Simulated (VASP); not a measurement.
SbPt: single point with PBEsol

The system is SbPt.

```
CELL_PARAMETERS angstrom
4.35847 0.00000 0.00000
-2.17923 3.77455 0.00000
0.00000 0.00000 5.32084
ATOMIC_POSITIONS crystal
Sb 0.33333 0.66667 0.25000
Sb 0.66667 0.33333 0.75000
Pt 0.00000 0.00000 0.00000
Pt 0.00000 0.00000 0.50000
```

This cell differs from its parent crystal: biaxial strain in the a-b plane: +4.5 %.

| Quantity | Value |
| --- | --- |
| Program | VASP 6.6.1 |
| Task | single point |
| Functional | PBEsol |
| Potentials or basis | VASP PAW PBE potentials, release 64 (Sb, Pt) |
| Cutoff | 520 eV |
| k mesh | 12 × 12 × 10 |
| Occupations | gaussian, width 0.1 eV |
| Spin | no spin polarisation |
| Dipole correction | no |
| Further INCAR settings | ALGO = Normal; EDIFF = 1e-06; NBANDS = 23 |

| Item | Value |
| --- | --- |
| Pressure | -6.3 GPa |
| Band gap on the k mesh | zero (bands 15 and 16 overlap by 3.67 eV) |

Stress tensor (GPa, compression positive):
```
-9.51  0.00  0.00
 0.00 -9.51  0.00
 0.00  0.00  0.05
```

Levels at points of the mesh, in eV from the Fermi level:
| k point | band 12 | band 13 | band 14 | band 15 | band 16 | band 17 | band 18 | band 19 |
| --- | --- | --- | --- | --- | --- | --- | --- | --- |
| (0.00, 0.00, 0.00) | -1.45 | -0.24 | -0.24 | 1.38 | 2.12 | 2.39 | 2.58 | 2.98 |
| (0.50, 0.00, 0.00) | -2.59 | -2.36 | -1.55 | -1.45 | -1.01 | 2.32 | 3.91 | 4.03 |
| (0.00, 0.00, 0.50) | -3.23 | -1.22 | -1.22 | 2.11 | 2.11 | 2.11 | 2.11 | 4.61 |
| (0.50, 0.00, 0.50) | -2.88 | -2.68 | -2.68 | 0.35 | 0.35 | 1.32 | 1.32 | 4.31 |

It took 2.1 min on 1 thread of AMD EPYC 9R45 96-Core Processor (Zen 5), with other jobs on the host, peak memory 0.31 GiB.

Caveat: the cell differs from its parent crystal (biaxial strain in the a-b plane: +4.5 %); the stress differs along the axes, from -10 to 0 GPa; the PAW data sets were made with another functional, which shifts forces and pressure a little; spin-orbit coupling is left out, which moves the levels of the heavy elements.
